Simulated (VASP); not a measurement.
Here is a VASP 6.6.1 calculation.

The input INCAR:

```
SYSTEM = GaN
PREC     = Accurate       ! precision mode
ENCUT    = 1330           ! plane-wave cutoff, eV
EDIFF    = 1E-6           ! SCF threshold, eV
ISMEAR   = 0              ! smearing method
SIGMA    = 0.01           ! smearing width, eV
LREAL    = .FALSE.        ! projectors in reciprocal space
LASPH    = .TRUE.         ! aspherical terms in the spheres
NELM     = 120            ! most SCF steps
ALGO     = Normal         ! electronic algorithm
ISIF     = 2              ! what is computed and relaxed
LWAVE    = .FALSE.        ! write WAVECAR
LCHARG   = .FALSE.        ! write CHGCAR
GGA      = CA             ! functional
NBANDS   = 16             ! bands
GGA_COMPAT= .FALSE.
```

The input KPOINTS:

```
regular mesh
0
G
  12 12 12
  0 0 0
```

POSCAR

```
GaN
1.0
    0.0000000000      2.0904796590      2.0904796590
    2.0904796590      0.0000000000      2.0904796590
    2.0904796590      2.0904796590      0.0000000000
Ga N
1 1
Direct
    0.0000000000      0.0000000000      0.0000000000
    0.5000000000      0.5000000000      0.5000000000
```

Potentials or basis: VASP PAW LDA potentials, release 64 (Ga_d, N_h).

Launch:

```bash
$ cat potpaw_LDA.64/Ga_d/POTCAR potpaw_LDA.64/N_h/POTCAR > POTCAR
$ mpirun -np 1 vasp_std > vasp.out
```

Q: Predict the band gap on the k mesh.

A: 0.62 eV (least direct gap 3.25 eV).

Q: Predict the pressure.

A: 1.3 GPa.

A k mesh can miss the band edges.
